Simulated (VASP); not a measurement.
Crystal: ZnGeO2.

```
Zn Ge O
1.0
     3.00979    0.00000    0.00000
     0.00000    3.00979    0.00000
     0.00000    0.00000    6.10602
Zn Ge O
1 1 2
Direct
  0.50000 0.50000 0.00000
  0.50000 0.50000 0.50000
  0.00000 0.00000 0.00000
  0.00000 0.00000 0.50000
```

- Program: VASP 6.6.1
- Task: relaxation of cell and atoms
- Functional: PBE
- Potentials or basis: VASP PAW PBE potentials, release 64 (Zn, Ge_d, O)
- Cutoff: 600 eV
- k mesh: 6 × 6 × 4
- Occupations: gaussian, width 0.1 eV
- Spin: no spin polarisation

At the start: pressure -1.5 GPa; volume 13.83 Å³/atom.

How do energy, volume and symmetry change on relaxing?

Over 10 steps the energy falls by 35.7 meV/atom and the volume is 16.23 Å³/atom (+17.4 %); space group P4/mmm (No. 123, to 0.05 Å).

The path:
```csv
step,energy change (eV),largest force (eV/Å),pressure (GPa),volume (Å³)
1,0.0000,0.0000,-1.51,55.31
2,-0.0331,0.0000,4.23,54.25
3,-0.0378,0.0000,2.69,54.52
4,-0.0654,0.0000,1.95,55.91
5,-0.1190,0.0000,0.76,60.13
6,-0.1236,0.0000,-2.19,68.79
7,-0.1402,0.0000,-0.55,64.22
8,-0.1407,0.0000,-0.73,64.94
9,-0.1304,0.0000,2.02,64.83
10,-0.1427,0.0000,-0.01,64.92
```

Final structure:
```yaml
crystal:
  lattice:
    - [2.99230, 0.00000, 0.00000]
    - [0.00000, 2.99230, 0.00000]
    - [0.00000, 0.00000, 7.25003]
  atoms:
    - { symbol: Zn, position: [0.50000, 0.50000, 0.00000] }
    - { symbol: Ge, position: [0.50000, 0.50000, 0.50000] }
    - { symbol: O, position: [0.00000, 0.00000, 0.00000] }
    - { symbol: O, position: [0.00000, 0.00000, 0.50000] }
```

Caveat: the volume moved by over 15 % at a fixed basis, so the end points are rough.
